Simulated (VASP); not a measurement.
The system is Ta.

```
CELL_PARAMETERS angstrom
-1.65128 1.65128 1.65128
1.65128 -1.65128 1.65128
1.65128 1.65128 -1.65128
ATOMIC_POSITIONS crystal
Ta 0.00000 0.00000 0.00000
```

Base run:

* Program: VASP 6.6.1
* Functional: revPBE
* Potentials or basis: VASP PAW PBE potentials, release 64 (Ta_pv)
* Cutoff: 520 eV
* k mesh: 11 × 11 × 11
* Occupations: fermi-dirac, width 0.05 eV
* Spin: no spin polarisation

Its results: pressure 5.2 GPa.

Q: The run is repeated on the same cell with these changes: functional from revPBE to PBEsol; k mesh from 11 × 11 × 11 to 8 × 8 × 8. What comes out?

A: Pressure -5.6 GPa.

Several settings changed at once, so the effect can't be laid on one alone.

Caveats: the PAW data sets were made with another functional, which shifts forces and pressure a little.
